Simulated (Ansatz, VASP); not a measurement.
GaN in VASP and in Ansatz

```
Ga N
1.0
     3.22185    0.00000    0.00000
    -1.61092    2.79020    0.00000
     0.00000    0.00000    5.23398
Ga N
2 2
Cartesian
  1.6109 0.9301 2.6170
  0.0000 1.8601 0.0000
  1.6109 0.9301 4.5797
  0.0000 1.8601 1.9627
```

Alike in both runs: task single point; functional PBE exchange alone; k mesh 10 × 10 × 5; occupations fermi-dirac, width 0.05 eV; no spin polarisation.

```csv
,VASP,Ansatz
version,VASP 6.6.1,Ansatz 0.2.0
potentials or method,"VASP PAW PBE potentials, release 64 (Ga_d, N)",Ansatz PAW
plane-wave cutoff (eV),520,420
valence electrons in the cell,36,36
```

```csv
,VASP,Ansatz,Ansatz less VASP
gap on the k mesh at the Fermi level (eV),1.79,1.82,+0.029
least direct gap on the mesh (eV),1.79,1.82,+0.029
pressure (GPa),18.5,17.2,-1.27
"traceless stress, the component that is largest in VASP (GPa)",1.65,1.61,-0.040
rms of the force components (eV/Å),0.070,0.070,-0.0004
```

VASP's potentials were made for PBE, not for PBE exchange alone. Atom by atom the forces differ by 0.000 eV/Å (rms over components).

Noted on Ansatz's run: odd divisions of the mesh miss points on the zone boundary, where band edges often lie, so the gap on the mesh can be too wide.
